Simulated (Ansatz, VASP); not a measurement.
## Two plane-wave programs on MgO

File POSCAR:

```
MgO
1.0
    0.0000000000      2.2934156910      2.2934156910
    2.2934156910      0.0000000000      2.2934156910
    2.2934156910      2.2934156910      0.0000000000
Mg O
1 1
Direct
    0.0000000000      0.0000000000      0.0000000000
    0.2500000000      0.2500000000      0.2500000000
```

Contents of INCAR.step1:

```
PREC = Accurate ; ENCUT = 660
ISMEAR = 0 ; SIGMA = 0.01
LREAL = False ; LASPH = True
NELM = 120 ; NBANDS = 11
GGA = PE ; ALGO = Normal
EDIFF = 1E-5 ; LWAVE = True
LCHARG = False ; GGA_COMPAT = False
```

INCAR.step2

```
PREC = Accurate ; ENCUT = 660
EDIFF = 1E-6 ; ISMEAR = 0
SIGMA = 0.01 ; LREAL = False
LASPH = True ; NELM = 120
ALGO = Normal ; ISIF = 2
LWAVE = False ; LCHARG = False
METAGGA = R2SCAN ; LMIXTAU = True
NBANDS = 11 ; ISTART = 1
GGA_COMPAT = False
```

Contents of KPOINTS:

```
regular mesh
0
Gamma
  10 10 10
```

Input for Ansatz:

```yaml
crystal:
  lattice:
    - [0.0, 2.293415691, 2.293415691]
    - [2.293415691, 0.0, 2.293415691]
    - [2.293415691, 2.293415691, 0.0]
  atoms:
    - { symbol: Mg, position: [0.0, 0.0, 0.0] }
    - { symbol: O, position: [0.25, 0.25, 0.25] }
kpoints:
  mp_grid: { grid: [10, 10, 10] }
  band_path:
    path:
      - [0.0, 0.0, 0.0]
      - [-0.5, -0.5, 0.0]
      - [-0.375, -0.375, 0.25]
      - [-0.375, 0.0, 0.375]
      - [0.0, 0.0, 0.5]
      - [-0.5, -0.25, 0.25]
    npoints: 1
hamiltonian:
  xc: r2scan
scf:
  occupations: { method: fixed }
  n_extra_bands: 4
output:
  forces: true
  stress: true
  eigenvalues: true
```

Change from the starting cell: hydrostatic strain +0.5%.

Alike in both runs: task single point; functional r2SCAN; k mesh 10 × 10 × 10; no spin polarisation.

|  | VASP | Ansatz |
| --- | --- | --- |
| version | VASP 6.6.1 | Ansatz 0.2.0 |
| potentials or method | VASP PAW PBE potentials, release 64 (Mg, O) | plane waves, PAW |
| plane-wave cutoff (eV) | 660 | 500 |
| occupations | gaussian, width 0.01 eV | fixed |
| valence electrons in the cell | 8 | 16 |

Ansatz gave:

- gap on the k mesh at the Fermi level (eV): 4.25
- pressure (GPa): -1.8

Task: Estimate VASP's values.

Result: gap on the k mesh at the Fermi level (eV): 4.24; pressure (GPa): -2.6.

VASP's potentials were made for PBE, not for r2SCAN. VASP's potentials hold 8 valence electrons a cell and Ansatz's 16, so a difference there can come from the potentials and not from the codes.
